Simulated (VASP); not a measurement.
CdTe4: single point with PBE

Crystal: CdTe4.

```
Cd Te
1.0
     4.46267    0.00000    0.00000
     0.00000    4.46267    0.00000
     0.00000    0.00000    8.59994
Cd Te
1 4
Direct
  0.00000 0.00000 0.00000
  0.00000 0.50000 0.73567
  0.50000 0.00000 0.73567
  0.00000 0.50000 0.26433
  0.50000 0.00000 0.26433
```

The cell was generated, and may not be a known phase.

| Property | Result |
| --- | --- |
| Program | VASP 6.6.1 |
| Task | single point |
| Functional | PBE |
| Potentials or basis | VASP PAW PBE potentials, release 64 (Cd, Te) |
| Cutoff | 520 eV |
| k mesh | 8 × 8 × 4 |
| Occupations | gaussian, width 0.1 eV |
| Spin | no spin polarisation |
| Dipole correction | no |
| Further INCAR settings | ALGO = Normal; EDIFF = 1e-06; NBANDS = 26 |

```
Pressure               : 0.0 GPa
Largest force          : 0.009 eV/Å
Band gap on the k mesh : zero (bands 18 and 19 overlap by 2.83 eV)
```

Forces in eV/Å, atoms in the order of the input:
```
Cd   0.000  0.000  0.000
Te   0.000  0.000 -0.009
Te   0.000  0.000 -0.009
Te   0.000  0.000  0.009
Te   0.000  0.000  0.009
```

Levels at points of the mesh, in eV from the Fermi level:
```tsv
k point	band 15	band 16	band 17	band 18	band 19	band 20	band 21	band 22
(0.00, 0.00, 0.00)	-2.60	-0.47	0.34	0.91	1.93	1.93	2.31	2.31
(0.50, 0.00, 0.00)	-1.74	-1.56	-1.55	-1.45	-1.16	-1.05	-0.73	1.65
(0.50, 0.50, 0.00)	-2.78	-0.72	-0.47	-0.47	2.94	3.54	3.62	3.66
(0.00, 0.00, 0.50)	-3.62	-0.10	0.39	1.45	2.05	2.05	2.18	2.18
(0.50, 0.00, 0.50)	-1.72	-1.70	-1.70	-1.60	-1.38	-1.35	-1.28	2.60
(0.50, 0.50, 0.50)	-2.01	-1.62	-1.62	-0.39	2.81	3.52	3.64	3.71
```

Wall time 2.7 min on 1 thread of Intel(R) Xeon(R) Platinum 8259CL CPU @ 2.50GHz (Skylake/Cascade Lake) (shared host), peak memory 0.37 GiB.

Caveat: spin-orbit coupling is left out, which moves the levels of the heavy elements.
